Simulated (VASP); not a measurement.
Write the native input for VASP 6.6.1 that does the following.

| Property | Result |
| --- | --- |
| Task | relaxation of cell and atoms |
| Functional | PBE |
| Potentials or basis | VASP PAW PBE potentials, release 64 (Si, C) |
| Cutoff | 600 eV |
| k mesh | 8 × 8 × 8 |
| Occupations | gaussian, width 0.01 eV |
| Spin | no spin polarisation |
| Target pressure | 10 GPa |
| Dipole correction | no |
| Further INCAR settings | ALGO = Normal; EDIFF = 1e-07; IBRION = 2; EDIFFG = -0.03; NSW = 80; ISIF = 3 |

The structure of SiC lies in POSCAR:

```
SiC
1.0
    0.0000000000      2.1790000000      2.1790000000
    2.1790000000      0.0000000000      2.1790000000
    2.1790000000      2.1790000000      0.0000000000
Si C
1 1
Direct
    0.0000000000      0.0000000000      0.0000000000
    0.7500000000      0.7500000000      0.7500000000
```

The input as run:

INCAR

```
PREC     = Accurate       # precision mode
ENCUT    = 600            # plane-wave cutoff, eV
EDIFF    = 1E-7           # SCF threshold, eV
ISMEAR   = 0              # smearing method
SIGMA    = 0.01           # smearing width, eV
LREAL    = False          # projectors in reciprocal space
LASPH    = True           # aspherical terms in the spheres
NELM     = 120            # most SCF steps
ALGO     = Normal         # electronic algorithm
ISIF     = 3              # what is computed and relaxed
LWAVE    = False          # write WAVECAR
LCHARG   = False          # write CHGCAR
GGA      = PE             # functional
IBRION   = 2              # ionic algorithm
NSW      = 80             # ionic steps
EDIFFG   = -0.03          # ionic threshold
PSTRESS  = 100.0        
GGA_COMPAT= False        
NELMIN   = 4
```

KPOINTS

```
Automatic mesh
0
Gamma
  8 8 8
```

Potentials or basis: VASP PAW PBE potentials, release 64 (Si, C).

Run with:

```console
$ cat potpaw_PBE.64/Si/POTCAR potpaw_PBE.64/C/POTCAR > POTCAR
$ mpirun -np 1 vasp_std > vasp.out
```

Results of the run:

```
Relaxed volume                                             : 10.05 Å³/atom
Relaxed cell                                               : a = 3.052 Å, b = 3.052 Å, c = 3.052 Å, α = 60.00°, β = 60.00°, γ = 60.00°
Space group after relaxing (to 0.1 Å)                      : F-43m (No. 216)
Energy change on relaxing (the run minimises the enthalpy) : +11.9 meV/atom
Ionic steps                                                : 3
Pressure after relaxing                                    : 10.0 GPa
Band gap on the k mesh                                     : 1.33 eV (least direct gap 4.57 eV)
```

Caveat: the cell is relaxed towards a set pressure, so the run minimises the enthalpy, not the energy.

Run time: 9.6 s on 1 thread of Intel(R) Xeon(R) 6975P-C (Granite Rapids), on a shared host, peak memory 0.15 GiB.
